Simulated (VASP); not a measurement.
Input of a VASP 6.6.1 run:

INCAR

```
SYSTEM = V
PREC = Accurate
ENCUT = 500
EDIFF = 1E-6
ISMEAR = 0
SIGMA = 0.05
LREAL = .False.
LASPH = .True.
NELM = 200
ALGO = Normal
ISIF = 2
LWAVE = .False.
LCHARG = .False.
MAGMOM = 0 0 1
LORBIT = 11
LSORBIT = .True.
GGA_COMPAT = .False.
LORBMOM = .True.
LMAXMIX = 4
GGA = PE
NBANDS = 24
```

KPOINTS

```
Automatic mesh
0
Gamma
  18 18 18
  0 0 0
```

File POSCAR:

```
V
1.0
    0.0000000000      1.9114380595      1.9114380595
    1.9114380595      0.0000000000      1.9114380595
    1.9114380595      1.9114380595      0.0000000000
V
1
Direct
    0.0000000000      0.0000000000      0.0000000000
```

Potentials or basis: VASP PAW PBE potentials, release 64 (V_sv).

The run is started by

```console
$ cat potpaw_PBE.64/V_sv/POTCAR > POTCAR
$ mpirun -np 1 vasp_ncl > vasp.out
```

Question: Estimate the net moment.

Answer: 0.00 μB per cell.

Question: Estimate the pressure.

Answer: -0.9 GPa.

Moments on the atoms (μB; x, y, z):
```
V   0.00 0.00 0.00
```
